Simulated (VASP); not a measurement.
A run of VASP 6.6.1:

Contents of INCAR:

```
ALGO = Normal
EDIFF = 1E-7
ENCUT = 520
GGA = PS
ISIF = 2
ISMEAR = 0
LASPH = True
LCHARG = True
LELF = True
LREAL = False
LVHAR = True
LWAVE = False
NBANDS = 13
NELM = 60
PREC = Accurate
SIGMA = 0.1
```

File KPOINTS:

```
k-points
0
Gamma
  24 24 24
```

File POSCAR:

```
Mo
1.0
   -1.5648082696      1.5648082696      1.5648082696
    1.5648082696     -1.5648082696      1.5648082696
    1.5648082696      1.5648082696     -1.5648082696
Mo
1
Direct
    0.0000000000      0.0000000000      0.0000000000
```

Potentials or basis: VASP PAW PBE potentials, release 64 (Mo_sv).

Command:

```console
$ cat potpaw_PBE.64/Mo_sv/POTCAR > POTCAR
$ mpirun -np 1 vasp_std > vasp.out
```

Hardware: 1 thread of Intel Xeon 6975P-C, on a shared host.

Problem. Estimate the wall time of this run.

Solution. It took 36 s on 1 thread of Intel Xeon 6975P-C, on a shared host, peak memory 0.19 GiB. Counts: scf iterations 12, k points 413.
